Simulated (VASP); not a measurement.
# Na2Pt3S4 (Fmmm) in VASP: further runs

Na2Pt3S4 is run at these levels: PBE; tasks: single point, relaxation of cell and atoms.

Everything below comes from runs of VASP 6.6.1. Logs are shortened: lines on timing, memory, paths and dates and some standing lists are left out, and cuts for length are marked.

### 1 The cell of the first run

Symmetry: Fmmm, No. 69, orthorhombic system. The conventional cell has a = 6.105 Å, b = 11.336 Å, c = 11.355 Å, α = 90.00°, β = 90.00°, γ = 90.00°. Within 4.1 Å of Na (site symmetry mm2) lie 8 S at 3.08 to 3.86 Å and 3 Na at 3.37 to 3.83 Å and 7 Pt at 3.49 to 3.99 Å. Within 3.3 Å of Pt (site symmetry mmm) lie 4 S at 2.35 Å and 4 Pt at 3.22 Å. Pt (site symmetry 2/m) has 4 S at 2.37 Å and 4 Pt at 3.05 to 3.22 Å within 3.3 Å. Within 3.1 Å of S (site symmetry m) lie 3 Pt at 2.35 to 2.37 Å and 1 S at 3.00 Å and 1 Na at 3.08 Å.

### 2 Single point, PBE

INCAR

```
  ALGO = Normal
  EDIFF = 1E-6
  ENCUT = 520
  GGA = PE
  ISIF = 2
  ISMEAR = -1
  LASPH = True
  LCHARG = False
  LREAL = False
  LWAVE = False
  NBANDS = 44
  NELM = 80
  PREC = Accurate
  SIGMA = 0.1
```

KPOINTS

```
k-points
0
Gamma
  4 4 4
```

POSCAR

```
Na2Pt3S4
1.0
   -3.0522540131      5.6678267032      0.0000000000
    3.0522540131      0.0000000000      5.6773238828
    3.0522540131      5.6678267032      0.0000000000
Na Pt S
2 3 4
Direct
    0.3516096980      0.7032193960      0.6483903020
    0.6483903020      0.2967806040      0.3516096980
    0.0000000000      0.0000000000      0.0000000000
    0.0000000000      0.0000000000      0.5000000000
    0.5000000000      0.0000000000      0.0000000000
    0.2916464787      0.2639320057      0.0277144729
    0.9722855271      0.2639320057      0.7083535213
    0.7083535213      0.7360679943      0.9722855271
    0.0277144729      0.7360679943      0.2916464787
```

Potentials or basis: VASP PAW PBE potentials, release 64 (Na_pv, Pt, S).

On the command line:

```sh
cat potpaw_PBE.64/Na_pv/POTCAR potpaw_PBE.64/Pt/POTCAR potpaw_PBE.64/S/POTCAR > POTCAR
mpirun -np 1 vasp_std > vasp.out
```

OUTCAR:

```text
EDIFF = 1E-6
   ENCUT = 520
   GGA = PE
   ISIF = 2
   ISMEAR = -1
   LASPH = True
   LREAL = False
   NELM = 80
   PREC = Accurate

 ion  position               nearest neighbor table
   1  0.352  0.703  0.648-
   2  0.648  0.297  0.352-
   3  0.000  0.000  0.000-   6 2.35   7 2.35   8 2.35   9 2.35   4 3.22   5 3.22   4 3.22   5 3.22

   4  0.000  0.000  0.500-   7 2.37   9 2.37   8 2.37   6 2.37   5 3.05   5 3.05   3 3.22   3 3.22

   5  0.500  0.000  0.000-   6 2.37   8 2.37   7 2.37   9 2.37   4 3.05   4 3.05   3 3.22   3 3.22

   6  0.292  0.264  0.028-   3 2.35   5 2.37   4 2.37
   7  0.972  0.264  0.708-   3 2.35   4 2.37   5 2.37
   8  0.708  0.736  0.972-   3 2.35   5 2.37   4 2.37
   9  0.028  0.736  0.292-   3 2.35   4 2.37   5 2.37

  LATTYP: Found a face centered orthorhombic cell.
 ALAT       =     6.1045080262
 B/A-ratio  =     1.8569315263
 C/A-ratio  =     1.8600430562

  Lattice vectors:

 A1 = (  -0.0000000000,   5.6678267032,  -5.6773238828)
 A2 = (  -3.0522540131,   0.0000000000,  -5.6773238828)
 A3 = (  -3.0522540131,   5.6678267032,   0.0000000000)

Analysis of symmetry for initial positions (statically):
=====================================================================
 Subroutine PRICEL returns:
 Original cell was already a primitive cell.

 Routine SETGRP: Setting up the symmetry group for a
 face centered orthorhombic supercell.

 Subroutine GETGRP returns: Found  8 space group operations
 (whereof  8 operations were pure point group operations)
 out of a pool of  8 trial point group operations.

The static configuration has the point symmetry D_2h.

Analysis of symmetry for dynamics (positions and initial velocities):
=====================================================================
 Subroutine PRICEL returns:
 Original cell was already a primitive cell.

 Routine SETGRP: Setting up the symmetry group for a
 face centered orthorhombic supercell.

 Subroutine GETGRP returns: Found  8 space group operations
 (whereof  8 operations were pure point group operations)
 out of a pool of  8 trial point group operations.

The dynamic configuration has the point symmetry D_2h.

 Subroutine INISYM returns: Found  8 space group operations
 (whereof  8 operations are pure point group operations),
 and found     1 'primitive' translations

[... 97 lines left out ...]
   LSORBIT =      F    spin-orbit coupling
   LASPH  =      T    aspherical Exc in radial PAW
   ENCUT  =  520.0 eV  38.22 Ry    6.18 a.u.  11.97 11.98 11.97*2*pi/ulx,y,z
   NELM   =     80;   NELMIN=  2; NELMDL= -5     # of ELM steps
   EDIFF  = 0.1E-05   stopping-criterion for ELM
   LREAL  =      F    real-space projection
[... 7 lines left out ...]
   TEBEG  =    0.0;   TEEND  =   0.0 temperature during run
   PSTRESS=    0.0 pullay stress
   NELECT =      68.0000    total number of electrons
   NUPDOWN=      -1.0000    fix difference up-down
   EMIN   =  10.00;   EMAX   =-10.00  energy-range for DOS
   EFERMI =   0.00;   METHOD = LEGACY
   ISMEAR =    -1;   SIGMA  =   0.10  broadening in eV -4-tet -1-fermi 0-gaus
   EFERMI_NEDOS =   21; number of points for ismear=-14 and -15
   IALGO  =     38    algorithm
   IMIX   =      4    mixing-type and parameters
     AMIX     =   0.40;   BMIX     =  1.00
     AMIX_MAG =   1.60;   BMIX_MAG =  1.00
  volume/ion in A,a.u.               =      21.83       147.29
  Fermi-wavevector in a.u.,A,eV,Ry     =   1.149496  2.172233 17.977939  1.321341
  Thomas-Fermi vector in A             =   2.286165
   LORBIT       =      0    0 simple, 1 ext, 2 COOP (PROOUT), +10 PAW based schemes
   GGA     = PE    functional components
   LHFCALC =     F    Hartree Fock is set to
   AEXX    =    0.0000 exact exchange contribution
   IVDW    =     0    specifies the selected vdW correction
   LEPSILON=     F    determine dielectric tensor
   LRPA    =     F    only Hartree local field effects (RPA)
 non-spin polarized calculation
  energy-cutoff  :      520.00
  volume of cell :      196.43
 maximum number of plane-waves:      5320
   NGX = 23   NGY = 23   NGZ = 23

 number of electron      67.9999999 magnetization

 Free energy of the ion-electron system (eV)
  ---------------------------------------------------
  ext. energy  EPLUGINS =         0.00000000
  ---------------------------------------------------
  free energy    TOTEN  =       -42.67911692 eV

  energy without entropy =      -42.67497836  energy(sigma->0) =      -42.67704764

 E-fermi :   4.9264     XC(G=0):  -9.3048

 val. band max:        4.5543536355   @ k =   0.0000   0.0000   0.0000
 cond. band min:       5.2486189142   @ k =  -0.2500  -0.2500   0.2500
 fundamental gap:      0.6942652787
 Fermi energy:         4.9263904743

 k-point     1 :       0.0000    0.0000    0.0000
  band No.  band energies     occupation
      1     -20.2953      2.00000
      2     -20.2743      2.00000
      3     -20.2689      2.00000
      4     -20.2669      2.00000
      5     -20.2460      2.00000
      6     -20.2419      2.00000
[... 835 lines left out ...]
     43       9.6393      0.00000
     44      10.1501      0.00000

------------------------ aborting loop because EDIFF is reached ----------------------------------------

  FORCE on cell =-STRESS in cart. coord.  units (eV):
  Direction    XX          YY          ZZ          XY          YZ          ZX
  --------------------------------------------------------------------------------------
  -------------------------------------------------------------------------------------
  Total       -0.2485826     -0.2844269     -0.3073611     -0.0000000      0.0000000      0.0000000
  in kB       -2.0275449     -2.3199057     -2.5069671     -0.0000000      0.0000000      0.0000000
  external PRESSURE =      -2.2848059 kB  Pullay stress =       0.0000000 kB

 VOLUME and BASIS-vectors are now :
 -----------------------------------------------------------------------------
  energy-cutoff  :      520.00
  volume of cell :      196.43
      direct lattice vectors                 reciprocal lattice vectors
    -3.052254013  5.667826703  0.000000000    -0.163813365  0.088217235  0.088069663
     3.052254013  0.000000000  5.677323883     0.000000000  0.000000000  0.176139326
     3.052254013  5.667826703  0.000000000     0.163813365  0.088217235 -0.088069663

 POSITION                                       TOTAL-FORCE (eV/Angst)
 -----------------------------------------------------------------------------------
      3.05225      5.66783      3.99240         0.000000      0.000000      0.011658
     -0.00000      5.66783      1.68492        -0.000000      0.000000     -0.011658
      0.00000      0.00000      0.00000         0.000000      0.000000      0.000000
      1.52613      2.83391      0.00000        -0.000000      0.000000      0.000000
     -1.52613      2.83391      0.00000         0.000000      0.000000      0.000000
     -0.00000      1.81008      1.49843         0.000000      0.002829     -0.040146
     -0.00000      9.52557      1.49843         0.000000     -0.002829     -0.040146
      3.05225      9.52557      4.17890        -0.000000     -0.002829      0.040146
      3.05225      1.81008      4.17890        -0.000000      0.002829      0.040146
 -----------------------------------------------------------------------------------
    total drift:                                0.000000      0.000000      0.000000

  FREE ENERGIE OF THE ION-ELECTRON SYSTEM (eV)
  ---------------------------------------------------
  free  energy   TOTEN  =       -42.6791169219 eV

  energy  without entropy=      -42.6749783566  energy(sigma->0) =      -42.67704764
```

OSZICAR:

```text
N       E                     dE             d eps       ncg     rms          rms(c)
DAV:   1     0.568200242884E+03    0.56820E+03   -0.31208E+04  1584   0.151E+03
DAV:   2     0.206332570595E+02   -0.54757E+03   -0.51742E+03  1708   0.353E+02
DAV:   3    -0.417888515518E+02   -0.62422E+02   -0.60174E+02  1980   0.123E+02
DAV:   4    -0.445153105775E+02   -0.27265E+01   -0.26878E+01  1912   0.268E+01
DAV:   5    -0.446060165187E+02   -0.90706E-01   -0.90463E-01  2140   0.505E+00    0.259E+01
DAV:   6    -0.429929920138E+02    0.16130E+01   -0.67997E+00  1728   0.148E+01    0.153E+01
DAV:   7    -0.427458197248E+02    0.24717E+00   -0.15831E+00  1768   0.722E+00    0.708E+00
DAV:   8    -0.426850612946E+02    0.60758E-01   -0.15312E-01  1892   0.210E+00    0.120E+00
DAV:   9    -0.426784883252E+02    0.65730E-02   -0.32110E-02  1816   0.111E+00    0.310E-01
DAV:  10    -0.426789369226E+02   -0.44860E-03   -0.49544E-03  1824   0.365E-01    0.280E-01
DAV:  11    -0.426790426824E+02   -0.10576E-03   -0.53594E-04  1920   0.133E-01    0.198E-01
DAV:  12    -0.426790855541E+02   -0.42872E-04   -0.10099E-04  1716   0.643E-02    0.718E-02
DAV:  13    -0.426791161139E+02   -0.30560E-04   -0.11339E-04  1688   0.523E-02    0.164E-02
DAV:  14    -0.426791169219E+02   -0.80798E-06   -0.52865E-06  2000   0.114E-02
   1 F= -.42679117E+02 E0= -.42677048E+02  d E =-.413857E-02
```

Wall time 88 s (1 thread of Intel Xeon 6975P-C (Granite Rapids), shared host); peak memory 0.39 GiB.

What came out:

```yaml
Free_energy: -42.6791 eV
Pressure: -0.2 GPa
Largest_force: 0.040 eV/Å
Band_gap_on_the_k_mesh: 0.69 eV (least direct gap 0.96 eV)
```

Forces in eV/Å, atoms in the order of the input:
```
Na   0.000  0.000  0.012
Na   0.000  0.000 -0.012
Pt   0.000  0.000  0.000
Pt   0.000  0.000  0.000
Pt   0.000  0.000  0.000
S    0.000  0.003 -0.040
S    0.000 -0.003 -0.040
S    0.000 -0.003  0.040
S    0.000  0.003  0.040
```

Caveat: spin-orbit coupling is left out, which moves the levels of the heavy elements. A k mesh can miss the band edges.

### 3 Relaxation of cell and atoms, PBE

This run uses another cell than the first one, of 20.79 Å³/atom.

INCAR

```
ALGO = Normal
EDIFF = 1E-6
EDIFFG = -0.01
ENCUT = 600
GGA = PE
IBRION = 2
ISIF = 3
ISMEAR = -1
LASPH = True
LCHARG = False
LREAL = False
LWAVE = False
NELM = 60
NSW = 100
PREC = Accurate
SIGMA = 0.1
```

KPOINTS is that of step 2.

POSCAR

```
Na2Pt3S4
1.0
   -2.9812600000      5.0574120000      0.0000000000
    2.9812600000      0.0000000000      6.2051270000
    2.9812600000      5.0574120000      0.0000000000
Na Pt S
2 3 4
Direct
    0.3430000000      0.6860000000      0.6570000000
    0.6570000000      0.3140000000      0.3430000000
    0.0000000000      0.0000000000      0.0000000000
    0.0000000000      0.0000000000      0.5000000000
    0.5000000000      0.0000000000      0.0000000000
    0.2900000000      0.2400000000      0.0500000000
    0.9500000000      0.2400000000      0.7100000000
    0.7100000000      0.7600000000      0.9500000000
    0.0500000000      0.7600000000      0.2900000000
```

Potentials or basis: VASP PAW PBE potentials, release 64 (Na_pv, Pt, S).

On the command line:

```sh
cat potpaw_PBE.64/Na_pv/POTCAR potpaw_PBE.64/Pt/POTCAR potpaw_PBE.64/S/POTCAR > POTCAR
mpirun -np 1 vasp_std > vasp.out
```

Run time: 34 min. Hardware: 1 thread of Intel Xeon 6975P-C (Granite Rapids), shared host; peak memory 0.45 GiB.

Results (log left out):

| Property | Result |
| --- | --- |
| Free energy | -42.6763 eV |
| Relaxed volume | 21.77 Å³/atom |
| Relaxed cell | a = 6.438 Å, b = 6.439 Å, c = 6.438 Å, α = 77.09°, β = 56.43°, γ = 102.91° |
| Space group after relaxing (to 0.1 Å) | Fmmm (No. 69) |
| Energy gained by relaxing | 145.8 meV/atom |
| Ionic steps | 37 |
| Pressure after relaxing | 0.0 GPa |
| Largest force after relaxing | 0.007 eV/Å |
| Band gap on the k mesh | 0.67 eV (least direct gap 0.97 eV) |

Forces on the atoms (eV/Å):
```
Na   0.000  0.000 -0.003
Na   0.000  0.000  0.003
Pt   0.000  0.000  0.000
Pt   0.000  0.000  0.000
Pt   0.000  0.000  0.000
S    0.000  0.007  0.000
S    0.000 -0.007  0.000
S    0.000 -0.007  0.000
S    0.000  0.007  0.000
```

Step by step:
| step | energy change (eV) | largest force (eV/Å) | pressure (GPa) | volume (Å³) |
| --- | --- | --- | --- | --- |
| 1 | 0.0000 | 2.7431 | 13.80 | 187.12 |
| 2 | 0.9275 | 2.7968 | -10.67 | 239.87 |
| 3 | -0.9670 | 0.4044 | -0.47 | 206.11 |
| 4 | -0.9697 | 0.3194 | -0.03 | 205.25 |
| 5 | -0.9699 | 0.2852 | 0.18 | 204.87 |
| 6 | -1.0952 | 0.2060 | 0.10 | 206.62 |
| 7 | -1.1899 | 0.3222 | 0.07 | 209.47 |
| 8 | -1.2154 | 0.0977 | -0.88 | 210.37 |
| 9 | -1.2164 | 0.0921 | -1.10 | 210.57 |
| 10 | -1.2340 | 0.2522 | -0.37 | 207.65 |
| 11 | -1.2368 | 0.3775 | 0.13 | 205.83 |
| 12 | -1.2558 | 0.3058 | 0.11 | 203.73 |
| 13 | -1.2809 | 0.1468 | 0.21 | 197.49 |
| 14 | -1.2860 | 0.1221 | -0.22 | 198.43 |
| 15 | -1.2873 | 0.1507 | -0.53 | 199.15 |
| 16 | -1.2897 | 0.1216 | -0.46 | 199.10 |
| 17 | -1.2951 | 0.0452 | -0.22 | 198.94 |
| 18 | -1.2975 | 0.1666 | 0.27 | 198.61 |
| 19 | -1.2980 | 0.1127 | 0.13 | 198.71 |
| 20 | -1.3014 | 0.0873 | 0.06 | 198.85 |
| 21 | -1.3063 | 0.0424 | -0.13 | 199.25 |
| 22 | -1.3063 | 0.0441 | -0.15 | 199.27 |
| 23 | -1.3071 | 0.0610 | -0.05 | 198.88 |
| 24 | -1.3082 | 0.1149 | 0.28 | 197.68 |
| 25 | -1.3086 | 0.1078 | 0.27 | 197.62 |
| 26 | -1.3095 | 0.0860 | 0.19 | 197.42 |
| 27 | -1.3109 | 0.0430 | 0.08 | 197.03 |
| 28 | -1.3112 | 0.0418 | -0.16 | 196.25 |
| 29 | -1.3114 | 0.0094 | -0.06 | 196.57 |
| 30 | -1.3115 | 0.0079 | -0.01 | 196.45 |
| 31 | -1.3116 | 0.0089 | 0.02 | 196.33 |
| 32 | -1.3117 | 0.0229 | 0.06 | 196.09 |
| 33 | -1.3118 | 0.0172 | 0.01 | 196.10 |
| 34 | -1.3118 | 0.0165 | -0.04 | 196.11 |
| 35 | -1.3119 | 0.0128 | 0.00 | 196.01 |
| 36 | -1.3119 | 0.0119 | 0.03 | 195.91 |
| 37 | -1.3119 | 0.0066 | -0.02 | 195.93 |

Final structure:
```yaml
crystal:
  lattice:
    - [-3.04342, 5.67289, 0.00000]
    - [3.04342, 0.00000, 5.67412]
    - [3.04342, 5.67289, 0.00000]
  atoms:
    - { symbol: Na, position: [0.35245, 0.70489, 0.64755] }
    - { symbol: Na, position: [0.64755, 0.29511, 0.35245] }
    - { symbol: Pt, position: [0.00000, 0.00000, 0.00000] }
    - { symbol: Pt, position: [0.00000, 0.00000, 0.50000] }
    - { symbol: Pt, position: [0.50000, 0.00000, 0.00000] }
    - { symbol: S, position: [0.29134, 0.26394, 0.02740] }
    - { symbol: S, position: [0.97260, 0.26394, 0.70866] }
    - { symbol: S, position: [0.70866, 0.73606, 0.97260] }
    - { symbol: S, position: [0.02740, 0.73606, 0.29134] }
```

Levels at points of the mesh, in eV from the valence-band top:
| k point | band 31 | band 32 | band 33 | band 34 | band 35 | band 36 | band 37 | band 38 |
| --- | --- | --- | --- | --- | --- | --- | --- | --- |
| (0.00, 0.00, 0.00) | -1.25 | -1.11 | -0.76 | 0.00 | 1.01 | 1.68 | 1.90 | 2.75 |
| (0.50, 0.00, 0.00) | -1.47 | -0.94 | -0.84 | -0.65 | 1.19 | 1.55 | 1.95 | 2.05 |
| (0.00, 0.50, 0.00) | -2.04 | -1.12 | -0.67 | -0.18 | 1.81 | 1.84 | 2.64 | 2.81 |
| (0.50, 0.00, 0.50) | -1.80 | -0.92 | -0.78 | -0.24 | 1.09 | 2.04 | 2.11 | 2.53 |
| (0.50, 0.50, 0.50) | -1.26 | -0.98 | -0.40 | -0.12 | 0.85 | 1.10 | 1.59 | 1.64 |

Caveat: spin-orbit coupling is left out, which moves the levels of the heavy elements. A k mesh can miss the band edges.
